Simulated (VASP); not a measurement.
HfH4: single point with PBE

System: HfH4, a sheet with vacuum.

```
Hf H
1.0
     5.78004    0.00000    0.00000
     0.00000    5.78004    0.00000
     0.00000    0.00000   26.20917
Hf H
1 4
Direct
  0.50000 0.50000 0.30524
  0.24185 0.50000 0.34586
  0.75815 0.50000 0.34586
  0.50000 0.75815 0.26461
  0.50000 0.24185 0.26461
```

The cell was generated, and may not be a known phase.

- Program: VASP 6.6.1
- Task: single point
- Functional: PBE
- Potentials or basis: VASP PAW PBE potentials, release 64 (Hf_pv, H)
- Cutoff: 520 eV
- k mesh: 4 × 4 × 1
- Occupations: gaussian, width 0.02 eV
- Spin: no spin polarisation
- Dipole correction: yes
- Further INCAR settings: ALGO = Normal; EDIFF = 1e-06; NBANDS = 15

* Largest force: 0.011 eV/Å
* Band gap on the k mesh: 3.58 eV

Forces on the atoms (eV/Å):
```
Hf   0.000  0.000  0.000
H   -0.006  0.000 -0.010
H    0.006  0.000 -0.010
H    0.000  0.006  0.010
H    0.000 -0.006  0.010
```

Levels at points of the mesh, in eV from the valence-band top:
```
           k point  band 4  band 5  band 6  band 7  band 8  band 9  band 10  band 11
(0.00, 0.00, 0.00)   -1.99   -0.53   -0.04   -0.04    3.67    3.90     4.30     5.26
(0.50, 0.00, 0.00)   -1.78   -0.53   -0.23   -0.03    3.78    3.78     4.08     4.64
(0.50, 0.50, 0.00)   -1.50   -0.51   -0.51    0.00    3.58    3.88     4.32     4.32
```

It took 3.8 min on 1 thread of Intel(R) Xeon(R) Platinum 8275CL CPU @ 3.00GHz (Skylake/Cascade Lake), on a shared host, peak memory 0.9 GiB.

Caveat: spin-orbit coupling is left out, which moves the levels of the heavy elements.
